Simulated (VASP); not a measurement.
Write the native input for VASP 6.6.1 that does the following.

* Task: single point
* Functional: PBEsol
* Potentials or basis: VASP PAW PBE potentials, release 64 (Na_pv)
* Cutoff: 520 eV
* k mesh: 13 × 13 × 13
* Occupations: fermi-dirac, width 0.05 eV
* Spin: no spin polarisation
* Dipole correction: no
* Further INCAR settings: ALGO = Normal; EDIFF = 1e-06; NBANDS = 10

The structure of Na lies in POSCAR:

```
Na
1.0
   -2.0847918675      2.0847918675      2.0847918675
    2.0847918675     -2.0847918675      2.0847918675
    2.0847918675      2.0847918675     -2.0847918675
Na
1
Direct
    0.0000000000      0.0000000000      0.0000000000
```

These files were run (other wordings do the same):

INCAR

```
  PREC = Accurate
  ENCUT = 520
  EDIFF = 1E-6
  ISMEAR = -1
  SIGMA = 0.05
  LREAL = F
  LASPH = T
  NELM = 60
  ALGO = Normal
  ISIF = 2
  LWAVE = F
  LCHARG = F
  GGA = PS
  NBANDS = 10
```

KPOINTS

```
regular mesh
0
Gamma
  13 13 13
```

Potentials or basis: VASP PAW PBE potentials, release 64 (Na_pv).

Launch:

```sh
$ cat potpaw_PBE.64/Na_pv/POTCAR > POTCAR
$ mpirun -np 1 vasp_std > vasp.out
```

Results of the run:

```json
{
  "Pressure": "0.0 GPa"
}
```

Caveat: the PAW data sets were made with another functional, which shifts forces and pressure a little.

It took 10 s on 1 thread of Intel(R) Xeon(R) Platinum 8488C (Sapphire Rapids), with other jobs on the host, peak memory 0.16 GiB.
